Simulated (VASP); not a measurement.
# Be4Se: relaxation of cell and atoms with PBE

Be4Se:

```xyz
5
Lattice="3.4861 0.0000 0.0000 0.0000 3.4861 0.0000 0.0000 0.0000 4.6134" Properties=species:S:1:pos:R:3 pbc="T T T"
Be    0.0000    0.0000    2.3067
Be    1.7430    0.0000    2.3067
Be    0.0000    1.7430    2.3067
Be    0.0000    0.0000    0.0000
Se    1.7430    1.7430    0.0000
```

```json
{
  "Program": "VASP 6.6.1",
  "Task": "relaxation of cell and atoms",
  "Functional": "PBE",
  "Potentials or basis": "VASP PAW PBE potentials, release 64 (Be, Se)",
  "Cutoff": "600 eV",
  "k mesh": "6 × 6 × 4",
  "Occupations": "gaussian, width 0.1 eV",
  "Spin": "no spin polarisation",
  "Dipole correction": "no",
  "Further INCAR settings": "ALGO = Normal; EDIFF = 1e-07; IBRION = 2; EDIFFG = -0.04; NSW = 90; ISIF = 3"
}
```

```
Relaxed volume                         : 12.44 Å³/atom
Relaxed cell                           : a = 3.951 Å, b = 3.951 Å, c = 3.986 Å, α = 90.00°, β = 90.00°, γ = 90.00°
Space group after relaxing (to 0.05 Å) : Pm-3m (No. 221)
Energy gained by relaxing              : 231.2 meV/atom
Ionic steps                            : 9
Pressure after relaxing                : 0.0 GPa
Band gap on the k mesh                 : zero (band 7 reaches 5.74 eV, above the bottom of band 8 at 1.96 eV)
```

Stress tensor (GPa, compression positive):
```
-0.13  0.00  0.00
 0.00 -0.13  0.00
 0.00  0.00  0.37
```

Step by step:
```csv
step,energy change (eV),largest force (eV/Å),pressure (GPa),volume (Å³)
1,0.0000,0.0000,15.53,56.06
2,-0.7901,0.0000,-0.77,65.16
3,-0.8127,0.0000,-4.42,68.50
4,-0.8162,0.0000,-3.52,67.59
5,-0.9698,0.0000,-2.83,65.61
6,-1.1499,0.0000,0.33,61.99
7,-1.1524,0.0000,1.23,61.24
8,-1.1533,0.0000,0.91,61.49
9,-1.1560,0.0000,0.04,62.21
```

Final structure:
```
Be Se
1.0
     3.95072    0.00000    0.00000
     0.00000    3.95072    0.00000
     0.00000    0.00000    3.98574
Be Se
4 1
Direct
  0.00000 0.00000 0.50000
  0.50000 0.00000 0.50000
  0.00000 0.50000 0.50000
  0.00000 0.00000 0.00000
  0.50000 0.50000 0.00000
```

Levels at points of the mesh, in eV from the Fermi level:
| k point | band 3 | band 4 | band 5 | band 6 | band 7 | band 8 | band 9 | band 10 | band 11 |
| --- | --- | --- | --- | --- | --- | --- | --- | --- | --- |
| (0.00, 0.00, 0.00) | -4.36 | -4.26 | -4.26 | 0.80 | 0.80 | 0.80 | 0.92 | 1.05 | 5.69 |
| (0.50, 0.00, 0.00) | -2.99 | -2.86 | -2.77 | -1.61 | -1.53 | -0.99 | 1.85 | 3.35 | 5.84 |
| (0.50, 0.50, 0.00) | -6.44 | -5.71 | -2.06 | -0.46 | 0.30 | 1.16 | 1.16 | 2.35 | 2.35 |
| (0.00, 0.00, 0.50) | -2.97 | -2.81 | -2.81 | -1.56 | -1.56 | -0.94 | 1.92 | 3.43 | 6.54 |
| (0.50, 0.00, 0.50) | -6.45 | -5.73 | -2.01 | -0.42 | 0.38 | 1.23 | 1.24 | 2.38 | 2.43 |
| (0.50, 0.50, 0.50) | -5.35 | -5.32 | -4.75 | -2.99 | -2.97 | -2.97 | 5.97 | 6.10 | 6.10 |

It took 57 s on 1 thread of Intel(R) Xeon(R) 6975P-C (Granite Rapids), with other jobs on the host, peak memory 0.19 GiB.
